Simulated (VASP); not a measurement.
# LaNb2O2 (Pmmm) in VASP: further runs, part 2 of 2

VASP 6.6.1.

## 3. Single point, PBE

This run uses another cell than the first one, of 23.70 Å³/atom, 1.506 times its volume.

INCAR reads:

```
ALGO = Normal
EDIFF = 1E-6
ENCUT = 520
GGA = PE
ISIF = 2
ISMEAR = 0
LASPH = True
LCHARG = False
LREAL = False
LWAVE = False
NBANDS = 32
NELM = 80
PREC = Accurate
SIGMA = 0.1
```

KPOINTS reads:

```
k-points
0
Gamma
  6 4 4
```

POSCAR reads:

```
LaNb2O2
1.0
    3.1462285680      0.0000000000      0.0000000000
    0.0000000000      5.7870326732      0.0000000000
    0.0000000000      0.0000000000      6.5073043946
La Nb O
1 2 2
Direct
    0.5000000000      0.0000000000      0.0000000000
    0.5000000000      0.8160633093      0.5000000000
    0.5000000000      0.1839366907      0.5000000000
    0.5000000000      0.5000000000      0.5000000000
    0.0000000000      0.5000000000      0.0000000000
```

Potentials or basis: VASP PAW PBE potentials, release 64 (La, Nb_sv, O).

Command:

```sh
> cat potpaw_PBE.64/La/POTCAR potpaw_PBE.64/Nb_sv/POTCAR potpaw_PBE.64/O/POTCAR > POTCAR
> mpirun -np 1 vasp_std > vasp.out
```

OUTCAR:

```text
EDIFF = 1E-6
   ENCUT = 520
   GGA = PE
   ISIF = 2
   ISMEAR = 0
   LASPH = True
   LREAL = False
   NELM = 80
   PREC = Accurate

 ion  position               nearest neighbor table
   1  0.500  0.000  0.000-
   2  0.500  0.816  0.500-   4 1.83   3 2.13
   3  0.500  0.184  0.500-   4 1.83   2 2.13
   4  0.500  0.500  0.500-   2 1.83   3 1.83
   5  0.000  0.500  0.000-

  LATTYP: Found a simple orthorhombic cell.
 ALAT       =     3.1462285680
 B/A-ratio  =     1.8393554531
 C/A-ratio  =     2.0682872379

  Lattice vectors:

 A1 = (   3.1462285680,   0.0000000000,   0.0000000000)
 A2 = (   0.0000000000,   5.7870326732,   0.0000000000)
 A3 = (   0.0000000000,   0.0000000000,   6.5073043946)

Analysis of symmetry for initial positions (statically):
=====================================================================
 Subroutine PRICEL returns:
 Original cell was already a primitive cell.

 Routine SETGRP: Setting up the symmetry group for a
 simple orthorhombic supercell.

 Subroutine GETGRP returns: Found  8 space group operations
 (whereof  8 operations were pure point group operations)
 out of a pool of  8 trial point group operations.

The static configuration has the point symmetry D_2h.

Analysis of symmetry for dynamics (positions and initial velocities):
=====================================================================
 Subroutine PRICEL returns:
 Original cell was already a primitive cell.

 Routine SETGRP: Setting up the symmetry group for a
 simple orthorhombic supercell.

 Subroutine GETGRP returns: Found  8 space group operations
 (whereof  8 operations were pure point group operations)
[... 117 lines left out ...]
   TEBEG  =    0.0;   TEEND  =   0.0 temperature during run
   PSTRESS=    0.0 pullay stress
   NELECT =      49.0000    total number of electrons
   NUPDOWN=      -1.0000    fix difference up-down
   EMIN   =  10.00;   EMAX   =-10.00  energy-range for DOS
   EFERMI =   0.00;   METHOD = LEGACY
   ISMEAR =     0;   SIGMA  =   0.10  broadening in eV -4-tet -1-fermi 0-gaus
   EFERMI_NEDOS =   21; number of points for ismear=-14 and -15
   IALGO  =     38    algorithm
   IMIX   =      4    mixing-type and parameters
     AMIX     =   0.40;   BMIX     =  1.00
     AMIX_MAG =   1.60;   BMIX_MAG =  1.00
  volume/ion in A,a.u.               =      23.70       159.91
  Fermi-wavevector in a.u.,A,eV,Ry     =   1.219713  2.304924 20.241394  1.487700
  Thomas-Fermi vector in A             =   2.354956
   LORBIT       =      0    0 simple, 1 ext, 2 COOP (PROOUT), +10 PAW based schemes
   GGA     = PE    functional components
   LHFCALC =     F    Hartree Fock is set to
   AEXX    =    0.0000 exact exchange contribution
   IVDW    =     0    specifies the selected vdW correction
   LEPSILON=     F    determine dielectric tensor
   LRPA    =     F    only Hartree local field effects (RPA)
 non-spin polarized calculation
 Gauss-broadening in eV      SIGMA  =   0.10
  energy-cutoff  :      520.00
  volume of cell :      118.48
 maximum number of plane-waves:      3232
 NGX is ok and might be reduce to    24
   NGX = 11   NGY = 21   NGZ = 25

 number of electron      48.9999999 magnetization

 Free energy of the ion-electron system (eV)
  ---------------------------------------------------
  ext. energy  EPLUGINS =         0.00000000
  ---------------------------------------------------
  free energy    TOTEN  =       -33.91704832 eV

  energy without entropy =      -33.88694928  energy(sigma->0) =      -33.90199880

 E-fermi :   5.1515     XC(G=0):  -9.4123

 val. band max:        5.1440774838   @ k =   0.3333   0.5000   0.5000
 cond. band min:       5.1665994902   @ k =   0.0000   0.0000   0.2500
 fundamental gap:      0.0225220063
 Fermi energy:         5.1515448064

 k-point     1 :       0.0000    0.0000    0.0000
  band No.  band energies     occupation
      1     -50.4600      2.00000
      2     -49.5239      2.00000
      3     -28.5602      2.00000
      4     -28.1618      2.00000
      5     -26.2699      2.00000
      6     -26.0987      2.00000
[... 829 lines left out ...]
     31       6.9097      0.00000
     32       6.9762      0.00000

 [... further k-points ...]
[... 5 lines left out ...]
  --------------------------------------------------------------------------------------
  -------------------------------------------------------------------------------------
  Total       -0.0922531     -0.2528788     -0.1001322      0.0000000      0.0000000      0.0000000
  in kB       -1.2475105     -3.4196031     -1.3540578      0.0000000      0.0000000      0.0000000
  external PRESSURE =      -2.0070571 kB  Pullay stress =       0.0000000 kB

 VOLUME and BASIS-vectors are now :
 -----------------------------------------------------------------------------
  energy-cutoff  :      520.00
  volume of cell :      118.48
      direct lattice vectors                 reciprocal lattice vectors
     3.146228568  0.000000000  0.000000000     0.317840862  0.000000000  0.000000000
     0.000000000  5.787032673  0.000000000     0.000000000  0.172800130  0.000000000
     0.000000000  0.000000000  6.507304395     0.000000000  0.000000000  0.153673463

 POSITION                                       TOTAL-FORCE (eV/Angst)
 -----------------------------------------------------------------------------------
      1.57311      0.00000      0.00000         0.000000     -0.000000      0.000000
      1.57311      4.72259      3.25365         0.000000     -0.043882      0.000000
      1.57311      1.06445      3.25365         0.000000      0.043882     -0.000000
      1.57311      2.89352      3.25365         0.000000     -0.000000      0.000000
      0.00000      2.89352      0.00000         0.000000     -0.000000      0.000000
 -----------------------------------------------------------------------------------
    total drift:                                0.000000      0.000000     -0.000000

  FREE ENERGIE OF THE ION-ELECTRON SYSTEM (eV)
  ---------------------------------------------------
  free  energy   TOTEN  =       -33.9170483170 eV

  energy  without entropy=      -33.8869492775  energy(sigma->0) =      -33.90199880
```

It took 95 s on 1 thread of Intel Xeon 6975P-C (Granite Rapids), shared host; peak memory 0.31 GiB.

Results:

```
Free energy   : -33.9170 eV
Pressure      : -0.2 GPa
Largest force : 0.044 eV/Å
```

Forces on the atoms (eV/Å):
```
La   0.000  0.000  0.000
Nb   0.000 -0.044  0.000
Nb   0.000  0.044  0.000
O    0.000  0.000  0.000
O    0.000  0.000  0.000
```

Levels at points of the mesh, in eV from the Fermi level:
```
           k point  band 20  band 21  band 22  band 23  band 24  band 25  band 26  band 27  band 28  band 29
(0.00, 0.00, 0.00)    -1.49    -1.19    -0.78    -0.63    -0.58     0.06     0.80     0.80     0.93     1.06
(0.50, 0.00, 0.00)    -1.88    -1.67    -1.16    -0.44    -0.15     0.29     1.21     1.26     1.29     1.31
(0.00, 0.50, 0.00)    -2.12    -1.72    -1.15    -1.13    -0.79    -0.55     0.04     0.45     1.10     1.25
(0.50, 0.50, 0.00)    -1.77    -1.44    -1.23    -1.22    -0.89     0.32     0.47     1.11     1.17     1.33
(0.00, 0.00, 0.50)    -1.41    -1.40    -0.88    -0.83    -0.39    -0.23     0.06     0.80     1.10     1.27
(0.50, 0.00, 0.50)    -1.86    -1.64    -0.69    -0.62    -0.36     0.34     0.51     0.70     1.36     1.39
(0.00, 0.50, 0.50)    -2.17    -2.01    -0.79    -0.76    -0.75    -0.61     0.03     0.40     1.03     1.13
(0.50, 0.50, 0.50)    -1.88    -1.36    -1.05    -0.63    -0.59    -0.39    -0.01     0.46     1.23     1.41
```

Caveat: spin-orbit coupling is left out, which moves the levels of the heavy elements; an odd number of electrons without spin polarisation forces a metal; a magnetic or distorted state may lie lower.

## 4. Single point, PBE

This run uses another cell than the first one, of 23.69 Å³/atom, 1.505 times its volume.

INCAR reads:

```
ALGO     = Normal         # electronic algorithm
EDIFF    = 1E-7           # SCF threshold, eV
ENCUT    = 520            # plane-wave cutoff, eV
GGA      = PE             # functional
ISIF     = 2              # what is computed and relaxed
ISMEAR   = 0              # smearing method
LASPH    = T              # aspherical terms in the spheres
LCHARG   = F              # write CHGCAR
LREAL    = F              # projectors in reciprocal space
LWAVE    = F              # write WAVECAR
NBANDS   = 32             # bands
NELM     = 100            # most SCF steps
PREC     = Accurate       # precision mode
SIGMA    = 0.1            # smearing width, eV
```

KPOINTS reads:

```
k-points
0
Gamma
  4 4 4
```

POSCAR reads:

```
LaNb2O2
1.0
    6.5813334737      0.0000000000      0.0000000000
    0.0000000000      3.1097448860      0.0000000000
    0.0000000000      0.0000000000      5.7865958362
La Nb O
1 2 2
Direct
    0.0000000000      0.5000000000      0.0000000000
    0.5000000000      0.5000000000      0.8168657156
    0.5000000000      0.5000000000      0.1831342844
    0.5000000000      0.5000000000      0.5000000000
    0.0000000000      0.0000000000      0.5000000000
```

Command:

```sh
> cat potpaw_PBE.64/La/POTCAR potpaw_PBE.64/Nb_sv/POTCAR potpaw_PBE.64/O/POTCAR > POTCAR
> mpirun -np 1 vasp_std > vasp.out
```

Run time: 89 s. Hardware: 1 thread of Intel Xeon 6975P-C (Granite Rapids), shared host; peak memory 0.3 GiB.

The run converged. Its results:

```yaml
Free_energy: -34.1496 eV
Pressure: -0.2 GPa
Largest_force: 0.041 eV/Å
```

Forces in eV/Å, atoms in the order of the input:
```
La   0.000  0.000  0.000
Nb   0.000  0.000 -0.041
Nb   0.000  0.000  0.041
O    0.000  0.000  0.000
O    0.000  0.000  0.000
```

Stress tensor (GPa, compression positive):
```
 0.01  0.00  0.00
 0.00 -0.25  0.00
 0.00  0.00 -0.26
```

Levels at points of the mesh, in eV from the Fermi level:
| k point | band 22 | band 23 | band 24 | band 25 | band 26 | band 27 |
| --- | --- | --- | --- | --- | --- | --- |
| (0.00, 0.00, 0.00) | -0.55 | -0.51 | -0.49 | 0.05 | 0.94 | 0.95 |
| (0.50, 0.00, 0.00) | -0.74 | -0.54 | -0.37 | -0.07 | 0.04 | 0.94 |
| (0.00, 0.50, 0.00) | -1.07 | -0.40 | -0.08 | 0.44 | 1.37 | 1.40 |
| (0.50, 0.50, 0.00) | -0.59 | -0.56 | -0.27 | 0.41 | 0.63 | 0.94 |
| (0.00, 0.00, 0.50) | -1.11 | -1.01 | -0.61 | -0.31 | 0.03 | 0.59 |
| (0.50, 0.00, 0.50) | -0.71 | -0.63 | -0.61 | -0.36 | 0.02 | 0.51 |
| (0.00, 0.50, 0.50) | -1.17 | -1.05 | -0.81 | 0.48 | 0.58 | 1.30 |
| (0.50, 0.50, 0.50) | -1.01 | -0.58 | -0.44 | -0.22 | 0.10 | 0.70 |

Caveat: the k points lie up to 0.51 Å⁻¹ apart; spin-orbit coupling is left out, which moves the levels of the heavy elements; an odd number of electrons without spin polarisation forces a metal; a magnetic or distorted state may lie lower.

## 5. The runs side by side

| cell | k mesh | gap on the mesh (eV) | pressure (GPa) | largest force (eV/Å) |
| --- | --- | --- | --- | --- |
| a = 3.876, b = 4.079, c = 4.976 Å, 5 atoms | 4 × 4 × 4 | none | 144.2 | 36.32 |
| a = 3.146, b = 5.787, c = 6.507 Å, 5 atoms | 6 × 4 × 4 | none | -0.2 | 0.04 |
| a = 6.581, b = 3.110, c = 5.787 Å, 5 atoms | 4 × 4 × 4 | none | -0.2 | 0.04 |

Alike in all rows: task single point; level PBE; potentials or basis VASP PAW PBE potentials, release 64 (La, Nb_sv, O); no spin polarisation; cutoff (eV) 520; smearing gaussian 0.1 eV.

Caveats: some runs use coarse meshes; spin-orbit coupling is left out, which moves the levels of the heavy elements; an odd number of electrons without spin polarisation forces a metal; a magnetic or distorted state may lie lower.

Total energies depend on the potentials used, so only differences within one code and one set of settings carry meaning.
